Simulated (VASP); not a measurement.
# AlN (P6_3/mmc) in VASP: further runs

AlN is run at these levels: PBE; tasks: single point.

All numbers are computed with VASP 6.6.1; they aren't measurements. Logs are shortened: lines on timing, memory, paths and dates and some standing lists are left out, and cuts for length are marked.

## 1. The cell of the first run

The structure is hexagonal, space group P6_3/mmc (No. 194). The conventional cell has a = 3.223 Å, b = 3.223 Å, c = 4.073 Å, α = 90.00°, β = 90.00°, γ = 120.00°. Within 2.5 Å of Al (site symmetry -6m2) lie 5 N at 1.86 to 2.04 Å. Within 2.5 Å of N (site symmetry -6m2) lie 5 Al at 1.86 to 2.04 Å.

## 2. Single point, PBE (volume 9.158 Å^3 an atom, c/a of the conventional cell 1.2638)

The input, INCAR:

```
SYSTEM = AlN
  ALGO = Normal
  EDIFF = 1E-7
  ENCUT = 520
  GGA = PE
  ISIF = 2
  ISMEAR = 0
  LASPH = .TRUE.
  LCHARG = .FALSE.
  LREAL = .FALSE.
  LWAVE = .FALSE.
  NBANDS = 16
  NELM = 60
  PREC = Accurate
  SIGMA = 0.05
```

The input, KPOINTS:

```
k-points
0
G
  9 9 6
  0 0 0
```

The input, POSCAR:

```
AlN
1.0
    3.2226763774      0.0000000000      0.0000000000
   -1.6113381887      2.7909196110      0.0000000000
    0.0000000000      0.0000000000      4.0728330433
Al N
2 2
Direct
    0.3333333333      0.6666666667      0.7500000000
    0.6666666667      0.3333333333      0.2500000000
    0.3333333333      0.6666666667      0.2500000000
    0.6666666667      0.3333333333      0.7500000000
```

Potentials or basis: VASP PAW PBE potentials, release 64 (Al, N).

Started as:

```console
> cat potpaw_PBE.64/Al/POTCAR potpaw_PBE.64/N/POTCAR > POTCAR
> mpirun -np 1 vasp_std > vasp.out
```

OUTCAR:

```text
SYSTEM = AlN
   EDIFF = 1E-7
   ENCUT = 520
   GGA = PE
   ISIF = 2
   ISMEAR = 0
   LASPH = .TRUE.
   LREAL = .FALSE.
   NELM = 60
   PREC = Accurate

 ion  position               nearest neighbor table
   1  0.333  0.667  0.750-   4 1.86   4 1.86   4 1.86   3 2.04   3 2.04   2 2.76   2 2.76   2 2.76
                             2 2.76   2 2.76   2 2.76
   2  0.667  0.333  0.250-   3 1.86   3 1.86   3 1.86   4 2.04   4 2.04   1 2.76   1 2.76   1 2.76
                             1 2.76   1 2.76   1 2.76
   3  0.333  0.667  0.250-   2 1.86   2 1.86   2 1.86   1 2.04   1 2.04
   4  0.667  0.333  0.750-   1 1.86   1 1.86   1 1.86   2 2.04   2 2.04

  LATTYP: Found a hexagonal cell.
 ALAT       =     3.2226763774
 C/A-ratio  =     1.2638045420

  Lattice vectors:

 A1 = (   3.2226763774,   0.0000000000,   0.0000000000)
 A2 = (  -1.6113381887,   2.7909196110,   0.0000000000)
 A3 = (   0.0000000000,   0.0000000000,   4.0728330433)

Analysis of symmetry for initial positions (statically):
[... 10 lines left out ...]

The static configuration has the point symmetry D_3d.
 The point group associated with its full space group is D_6h.

Analysis of symmetry for dynamics (positions and initial velocities):
[... 10 lines left out ...]

The dynamic configuration has the point symmetry D_3d.
 The point group associated with its full space group is D_6h.

 Subroutine INISYM returns: Found 24 space group operations
[... 5 lines left out ...]
                                     Primitive cell

  volume of cell :      36.6320

  direct lattice vectors                    reciprocal lattice vectors
     3.222676377  0.000000000  0.000000000     0.310301092  0.179152419  0.000000000
    -1.611338189  2.790919611  0.000000000     0.000000000  0.358304838  0.000000000
     0.000000000  0.000000000  4.072833043     0.000000000  0.000000000  0.245529338

  length of vectors
     3.222676377  3.222676377  4.072833043     0.358304838  0.358304838  0.245529338

  position of ions in fractional coordinates (direct lattice)
     0.333333333  0.666666667  0.750000000
     0.666666667  0.333333333  0.250000000
     0.333333333  0.666666667  0.250000000
     0.666666667  0.333333333  0.750000000

  ion indices of the primitive-cell ions
   primitive index   ion index
                 1           1
                 2           2
                 3           3
                 4           4

----------------------------------------------------------------------------------------

 KPOINTS: k-points

Automatic generation of k-mesh.
 Grid dimensions read from file:
 generate k-points for:    9    9    6

 Generating k-lattice:

  Cartesian coordinates                     Fractional coordinates (reciprocal lattice)
     0.034477899  0.019905824  0.000000000     0.111111111  0.000000000  0.000000000
     0.000000000  0.039811649  0.000000000     0.000000000  0.111111111  0.000000000
     0.000000000  0.000000000  0.040921556     0.000000000  0.000000000  0.166666667

  Length of vectors
     0.039811649  0.039811649  0.040921556

  Shift w.r.t. Gamma in fractional coordinates (k-lattice)
     0.000000000  0.000000000  0.000000000

 Subroutine IBZKPT returns following result:
 ===========================================

 Found     48 irreducible k-points:

 Following reciprocal coordinates:
            Coordinates               Weight
  0.000000  0.000000  0.000000      1.000000
  0.111111  0.000000  0.000000      6.000000
  0.222222  0.000000  0.000000      6.000000
  0.333333  0.000000  0.000000      6.000000
  0.444444  0.000000  0.000000      6.000000
  0.111111  0.111111  0.000000      6.000000
[... 16 lines left out ...]
  0.333333  0.222222  0.166667     24.000000
  0.333333  0.333333  0.166667      4.000000
 [... further k-points ...]
   k-points           NKPTS =     48   k-points in BZ     NKDIM =     48   number of bands    NBANDS=     16
   number of dos      NEDOS =    301   number of ions     NIONS =      4
   total plane-waves  NPLWV =  17280
   dimension x,y,z NGX =    24 NGY =   24 NGZ =   30
   dimension x,y,z NGXF=    48 NGYF=   48 NGZF=   60
   ions per type =               2   2
   NGX,Y,Z   is equivalent  to a cutoff of  12.38, 12.38, 12.25 a.u.
   NGXF,Y,Z  is equivalent  to a cutoff of  24.76, 24.76, 24.49 a.u.
 SYSTEM =  AlN
   PREC   = accura    normal or accurate (medium, high low for compatibility)
   ISTART =      0    job   : 0-new  1-cont  2-samecut
   ICHARG =      2    charge: 1-file 2-atom 10-const
   ISPIN  =      1    spin polarized calculation?
   LNONCOLLINEAR =      F non collinear calculations
   LSORBIT =      F    spin-orbit coupling
   LASPH  =      T    aspherical Exc in radial PAW
   ENCUT  =  520.0 eV  38.22 Ry    6.18 a.u.   5.99  5.99  7.57*2*pi/ulx,y,z
   NELM   =     60;   NELMIN=  2; NELMDL= -5     # of ELM steps
   EDIFF  = 0.1E-06   stopping-criterion for ELM
   LREAL  =      F    real-space projection
   EDIFFG = 0.1E-05   stopping-criterion for IOM
   NSW    =      0    number of steps for IOM
   IBRION =     -1    ionic relax: 0-MD 1-quasi-New 2-CG
   NFREE  =      0    steps in history (QN), initial steepest desc. (CG)
   ISIF   =      2    stress and relaxation
   ISYM   =      2    0-nonsym 1-usesym 2-fastsym
   POTIM  = 0.5000    time-step for ionic-motion
   TEBEG  =    0.0;   TEEND  =   0.0 temperature during run
   PSTRESS=    0.0 pullay stress
   NELECT =      16.0000    total number of electrons
   NUPDOWN=      -1.0000    fix difference up-down
   EMIN   =  10.00;   EMAX   =-10.00  energy-range for DOS
   EFERMI =   0.00;   METHOD = LEGACY
   ISMEAR =     0;   SIGMA  =   0.05  broadening in eV -4-tet -1-fermi 0-gaus
   EFERMI_NEDOS =   21; number of points for ismear=-14 and -15
   IALGO  =     38    algorithm
   IMIX   =      4    mixing-type and parameters
     AMIX     =   0.40;   BMIX     =  1.00
     AMIX_MAG =   1.60;   BMIX_MAG =  1.00
  volume/ion in A,a.u.               =       9.16        61.80
  Fermi-wavevector in a.u.,A,eV,Ry     =   1.242113  2.347254 20.991693  1.542846
  Thomas-Fermi vector in A             =   2.376482
   LORBIT       =      0    0 simple, 1 ext, 2 COOP (PROOUT), +10 PAW based schemes
   GGA     = PE    functional components
   LHFCALC =     F    Hartree Fock is set to
   AEXX    =    0.0000 exact exchange contribution
   IVDW    =     0    specifies the selected vdW correction
   LEPSILON=     F    determine dielectric tensor
   LRPA    =     F    only Hartree local field effects (RPA)
 non-spin polarized calculation
 Gauss-broadening in eV      SIGMA  =   0.05
  energy-cutoff  :      520.00
  volume of cell :       36.63
 maximum number of plane-waves:      1008
 NGX is ok and might be reduce to    24
   NGX = 11   NGY = 11   NGZ = 15

 number of electron      16.0000006 magnetization

 Free energy of the ion-electron system (eV)
  ---------------------------------------------------
  ext. energy  EPLUGINS =         0.00000000
  ---------------------------------------------------
  free energy    TOTEN  =       -29.13226407 eV

  energy without entropy =      -29.13226407  energy(sigma->0) =      -29.13226407

 E-fermi :   9.1942     XC(G=0): -11.5311

 val. band max:        8.9127016579   @ k =   0.0000   0.0000   0.0000
 cond. band min:      12.8008027558   @ k =   0.0000   0.0000   0.0000
 fundamental gap:      3.8881010978
 Fermi energy:         9.1942331754

 k-point     1 :       0.0000    0.0000    0.0000
  band No.  band energies     occupation
      1      -8.5380      2.00000
      2      -4.4967      2.00000
      3       1.5294      2.00000
      4       5.3981      2.00000
      5       5.3981      2.00000
      6       7.1404      2.00000
[... 8 lines left out ...]
     15      21.1359      0.00000
     16      21.1359      0.00000

 k-point     2 :       0.1111    0.0000    0.0000
  band No.  band energies     occupation
      1      -8.3848      2.00000
      2      -4.4920      2.00000
      3       1.6901      2.00000
      4       4.8805      2.00000
      5       5.1846      2.00000
      6       6.6632      2.00000
[... 8 lines left out ...]
     15      20.5193      0.00000
     16      21.2284      0.00000

 k-point     3 :       0.2222    0.0000    0.0000
  band No.  band energies     occupation
      1      -7.9445      2.00000
      2      -4.5299      2.00000
      3       2.1590      2.00000
      4       3.7523      2.00000
      5       4.7531      2.00000
      6       5.7661      2.00000
[... 8 lines left out ...]
     15      19.7333      0.00000
     16      21.9755      0.00000

 k-point     4 :       0.3333    0.0000    0.0000
  band No.  band energies     occupation
      1      -7.2877      2.00000
      2      -4.7355      2.00000
      3       2.7122      2.00000
      4       2.8821      2.00000
      5       4.3646      2.00000
      6       4.9693      2.00000
[... 8 lines left out ...]
     15      20.8816      0.00000
     16      22.5728      0.00000

 k-point     5 :       0.4444    0.0000    0.0000
  band No.  band energies     occupation
      1      -6.6222      2.00000
      2      -5.1232      2.00000
      3       2.1524      2.00000
      4       3.6537      2.00000
      5       4.1460      2.00000
      6       4.5026      2.00000
[... 8 lines left out ...]
     15      22.5829      0.00000
     16      22.9979      0.00000

 k-point     6 :       0.1111    0.1111    0.0000
  band No.  band energies     occupation
      1      -8.0876      2.00000
      2      -4.5080      2.00000
      3       2.0053      2.00000
      4       4.3089      2.00000
      5       4.4952      2.00000
      6       6.2443      2.00000
[... 8 lines left out ...]
     15      20.2949      0.00000
     16      21.6431      0.00000
[... 267 lines left out ...]
 k-point    21 :       0.4444    0.1111    0.1667
  band No.  band energies     occupation
      1      -6.2818      2.00000
      2      -5.2732      2.00000
      3       1.6515      2.00000
      4       3.3650      2.00000
      5       3.6373      2.00000
      6       5.0838      2.00000
[... 8 lines left out ...]
     15      21.8289      0.00000
     16      23.1990      0.00000

 k-point    22 :       0.2222    0.2222    0.1667
  band No.  band energies     occupation
      1      -6.7847      2.00000
      2      -4.9874      2.00000
      3       2.2853      2.00000
      4       2.6155      2.00000
      5       4.4624      2.00000
      6       4.9237      2.00000
[... 8 lines left out ...]
     15      21.4592      0.00000
     16      22.9422      0.00000

 k-point    23 :       0.3333    0.2222    0.1667
  band No.  band energies     occupation
      1      -6.1751      2.00000
      2      -5.2898      2.00000
      3       1.9325      2.00000
      4       2.7914      2.00000
      5       3.6311      2.00000
      6       5.4686      2.00000
[... 8 lines left out ...]
     15      21.2955      0.00000
     16      23.1518      0.00000

 k-point    24 :       0.3333    0.3333    0.1667
  band No.  band energies     occupation
      1      -5.6736      2.00000
      2      -5.6736      2.00000
      3       1.8883      2.00000
      4       3.0755      2.00000
      5       3.0755      2.00000
      6       5.6645      2.00000
[... 8 lines left out ...]
     15      20.7743      0.00000
     16      22.8740      0.00000

 [... further k-points ...]
[... 5 lines left out ...]
  --------------------------------------------------------------------------------------
  -------------------------------------------------------------------------------------
  Total        4.8991008      4.8991008      4.0118705      0.0000000      0.0000000      0.0000000
  in kB      214.2724480    214.2724480    175.4675673      0.0000000      0.0000000      0.0000000
  external PRESSURE =     201.3374878 kB  Pullay stress =       0.0000000 kB

 VOLUME and BASIS-vectors are now :
 -----------------------------------------------------------------------------
  energy-cutoff  :      520.00
  volume of cell :       36.63
      direct lattice vectors                 reciprocal lattice vectors
     3.222676377  0.000000000  0.000000000     0.310301092  0.179152419  0.000000000
    -1.611338189  2.790919611  0.000000000     0.000000000  0.358304838  0.000000000
     0.000000000  0.000000000  4.072833043     0.000000000  0.000000000  0.245529338

 POSITION                                       TOTAL-FORCE (eV/Angst)
 -----------------------------------------------------------------------------------
     -0.00000      1.86061      3.05462         0.000000     -0.000000      0.000000
      1.61134      0.93031      1.01821        -0.000000      0.000000      0.000000
     -0.00000      1.86061      1.01821        -0.000000     -0.000000      0.000000
      1.61134      0.93031      3.05462        -0.000000      0.000000      0.000000
 -----------------------------------------------------------------------------------
    total drift:                               -0.000000      0.000000     -0.000000

  FREE ENERGIE OF THE ION-ELECTRON SYSTEM (eV)
  ---------------------------------------------------
  free  energy   TOTEN  =       -29.1322640742 eV

  energy  without entropy=      -29.1322640742  energy(sigma->0) =      -29.13226407
```

Run time: 13 s. Hardware: 1 thread of Intel Xeon Platinum 8488C (Sapphire Rapids), shared host; peak memory 0.15 GiB.

What came out:

- Free energy: -29.1323 eV
- Pressure: 20.1 GPa
- Band gap on the k mesh: 3.89 eV, direct

Levels at points of the mesh, in eV from the valence-band top:
| k point | band 5 | band 6 | band 7 | band 8 | band 9 | band 10 | band 11 | band 12 |
| --- | --- | --- | --- | --- | --- | --- | --- | --- |
| (0.00, 0.00, 0.00) | -3.51 | -1.77 | -1.77 | 0.00 | 3.89 | 5.09 | 8.70 | 8.70 |
| (0.00, 0.00, 0.50) | -2.69 | -2.69 | -2.69 | -2.69 | 6.18 | 6.18 | 8.83 | 8.83 |

 A k mesh can miss the band edges.

## 3. Single point, PBE (volume 9.158 Å^3 an atom, c/a of the conventional cell 1.3332)

The input, INCAR:

```
ALGO = Normal ; EDIFF = 1E-7
ENCUT = 520 ; GGA = PE
ISIF = 2 ; ISMEAR = 0
LASPH = T ; LCHARG = F
LREAL = F ; LWAVE = F
NBANDS = 16 ; NELM = 100
PREC = Accurate ; SIGMA = 0.05
```

The input, KPOINTS:

```
k-points
0
Gamma
  9 9 6
```

The input, POSCAR:

```
AlN
1.0
    3.1657617778      0.0000000000      0.0000000000
   -1.5828808889      2.7416301219      0.0000000000
    0.0000000000      0.0000000000      4.2205936021
Al N
2 2
Direct
    0.3333333333      0.6666666667      0.7500000000
    0.6666666667      0.3333333333      0.2500000000
    0.3333333333      0.6666666667      0.2500000000
    0.6666666667      0.3333333333      0.7500000000
```

Potentials or basis: VASP PAW PBE potentials, release 64 (Al, N).

Started as:

```console
> cat potpaw_PBE.64/Al/POTCAR potpaw_PBE.64/N/POTCAR > POTCAR
> mpirun -np 1 vasp_std > vasp.out
```

Run time: 20 s. Hardware: 1 thread of Intel Xeon Platinum 8488C (Sapphire Rapids), shared host; peak memory 0.15 GiB.

It converged, with:

```yaml
Free_energy: -29.0372 eV
Pressure: 23.2 GPa
Band_gap_on_the_k_mesh: 3.80 eV, direct
```

Stress tensor (GPa, compression positive):
```
29.62  0.00  0.00
 0.00 29.62  0.00
 0.00  0.00 10.32
```

Levels at points of the mesh, in eV from the valence-band top:
```
           k point  band 6  band 7  band 8  band 9  band 10  band 11
(0.00, 0.00, 0.00)   -2.04   -2.04    0.00    3.80     5.22     8.90
(0.00, 0.00, 0.50)   -2.81   -2.81   -2.81    6.13     6.13     9.10
```

## 4. Single point, PBE (volume 9.556 Å^3 an atom, c/a of the conventional cell 1.2980)

The input, INCAR:

```
SYSTEM = AlN
ALGO = Normal ; EDIFF = 1E-6
ENCUT = 520 ; GGA = PE
ISIF = 2 ; ISMEAR = 0
LASPH = .TRUE. ; LCHARG = .FALSE.
LREAL = .FALSE. ; LWAVE = .FALSE.
NBANDS = 16 ; NELM = 60
PREC = Accurate ; SIGMA = 0.05
```

The input, KPOINTS:

```
k-points
0
G
  9 9 6
  0 0 0
```

The input, POSCAR:

```
AlN
1.0
    3.2397408310      0.0000000000      0.0000000000
   -1.6198704155      2.8056978613      0.0000000000
    0.0000000000      0.0000000000      4.2051835987
Al N
2 2
Direct
    0.3333333333      0.6666666667      0.7500000000
    0.6666666667      0.3333333333      0.2500000000
    0.3333333333      0.6666666667      0.2500000000
    0.6666666667      0.3333333333      0.7500000000
```

Started as:

```console
> cat potpaw_PBE.64/Al/POTCAR potpaw_PBE.64/N/POTCAR > POTCAR
> mpirun -np 1 vasp_std > vasp.out
```

Run time: 19 s. Hardware: 1 thread of Intel Xeon Platinum 8488C (Sapphire Rapids), shared host; peak memory 0.15 GiB.

The run converged. Its results:

| Quantity | Value |
| --- | --- |
| Free energy | -29.2557 eV |
| Pressure | 10.1 GPa |
| Band gap on the k mesh | 3.51 eV, direct |

Stress tensor (GPa, compression positive):
```
12.68  0.00  0.00
 0.00 12.68  0.00
 0.00  0.00  4.86
```

Levels at points of the mesh, in eV from the valence-band top:
```
           k point  band 6  band 7  band 8  band 9  band 10  band 11
(0.00, 0.00, 0.00)   -1.83   -1.83    0.00    3.51     4.77     8.53
(0.00, 0.00, 0.50)   -2.65   -2.65   -2.65    5.86     5.86     8.73
```

## 5. Overview

```tsv
cell	gap on the mesh (eV)	pressure (GPa)
a = 3.223, b = 3.223, c = 4.073 Å, angles 90.0, 90.0, 120.0°, 4 atoms	3.89	20.1
a = 3.166, b = 3.166, c = 4.221 Å, angles 90.0, 90.0, 120.0°, 4 atoms	3.80	23.2
a = 3.240, b = 3.240, c = 4.205 Å, angles 90.0, 90.0, 120.0°, 4 atoms	3.51	10.1
```

Alike in all rows: task single point; level PBE; potentials or basis VASP PAW PBE potentials, release 64 (Al, N); no spin polarisation; k mesh 9 × 9 × 6; cutoff (eV) 520; smearing gaussian 0.05 eV.

Absolute energies hang on the potentials; compare differences alone.
